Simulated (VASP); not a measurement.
Crystal: CdF2.

```
Cd F
1.0
     0.00000    2.65759    2.65759
     2.65759    0.00000    2.65759
     2.65759    2.65759    0.00000
Cd F
1 2
Direct
  0.00000 0.00000 0.00000
  0.25000 0.25000 0.25000
  0.75000 0.75000 0.75000
```

Base run:

| Item | Value |
| --- | --- |
| Program | VASP 6.6.1 |
| Functional | LDA |
| Potentials or basis | VASP PAW LDA potentials, release 64 (Cd, F) |
| Cutoff | 520 eV |
| k mesh | 6 × 6 × 6 |
| Occupations | methfessel-paxton, width 0.01 eV |
| Spin | no spin polarisation |

Its results: band gap on the k mesh 2.96 eV, indirect (least direct gap 3.37 eV); pressure 0.0 GPa.

Problem. The run is repeated on the same cell with these changes: potentials or basis from VASP PAW LDA potentials, release 64 (Cd, F) to VASP PAW LDA potentials, release 64 (Cd_sv_GW, F); cutoff from 520 eV to 600 eV; further incar settings from ALGO = Normal; EDIFF = 1e-06; NBANDS = 20 to ALGO = Normal; EDIFF = 1e-06; NBANDS = 24; valence electrons from 26 to 34. What comes out?

Solution. Band gap on the k mesh 2.98 eV, indirect (least direct gap 3.38 eV); pressure -1.8 GPa.

A k mesh can miss the band edges.
